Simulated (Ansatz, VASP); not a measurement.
**Two plane-wave programs on C**

Contents of INCAR:

```
SYSTEM = C
ALGO = Normal
EDIFF = 1E-6
ENCUT = 1300
GGA = CA
GGA_COMPAT = .False.
ISIF = 2
ISMEAR = 0
LASPH = .True.
LCHARG = .False.
LREAL = .False.
LWAVE = .False.
NBANDS = 11
NELM = 120
PREC = Accurate
SIGMA = 0.05
```

KPOINTS

```
k-points
0
Gamma
  12 12 12
  0 0 0
```

POSCAR

```
C
1.0
    0.0000000000      1.9026172899      1.8893740141
    1.5053190159      0.0000000000      1.8893740141
    1.5053190159      1.9026172899      0.0000000000
C
2
Direct
    0.5000000000      0.5000000000      0.5000000000
    0.7500000000      0.7500000000      0.7500000000
```

Input for Ansatz:

```yaml
crystal:
  lattice:
    - [0.0, 1.9026172899, 1.8893740141]
    - [1.5053190159, 0.0, 1.8893740141]
    - [1.5053190159, 1.9026172899, 0.0]
  atoms:
    - { symbol: C, position: [0.5, 0.5, 0.5] }
    - { symbol: C, position: [0.75, 0.75, 0.75] }
basis:
  ecutwfc: 520.0
kpoints:
  mp_grid: { grid: [12, 12, 12] }
hamiltonian:
  xc: lda
  pseudopotentials: { kind: paw, azcp: { folder: soft_1 } }
scf:
  occupations: { method: gaussian, width: 0.05 }
output:
  forces: true
  stress: true
  eigenvalues: true
```

Change from the starting cell: strain +e along x and -e along y -0.1125, strain +e along z and -e/2 along x and y +0.0700.

Alike in both runs: task single point; functional LDA; k mesh 12 × 12 × 12; occupations gaussian, width 0.05 eV; no spin polarisation.

|  | VASP | Ansatz |
| --- | --- | --- |
| version | VASP 6.6.1 | Ansatz 0.2.0 |
| potentials or method | VASP PAW LDA potentials, release 64 (C_h), cutoff 1300 eV | scalar-relativistic, plane waves, PAW |
| valence electrons in the cell | 8 | 8 |

Ansatz gave:

```
gap on the k mesh at the Fermi level (eV)                     : none
pressure (GPa)                                                : 8.4
traceless stress, the component that is largest in VASP (GPa) : 110.22
```

Question: Which values does VASP return?

Answer: gap on the k mesh at the Fermi level (eV): none; pressure (GPa): 9.4; traceless stress, the component that is largest in VASP (GPa): 110.08.

Ansatz warns that its potentials were made for another functional, while VASP's fit it. LDA's correlation is that of Perdew and Zunger in VASP and of Perdew and Wang (1992) in Ansatz. A gap of «none» marks a metal or a gap that the smearing closes.
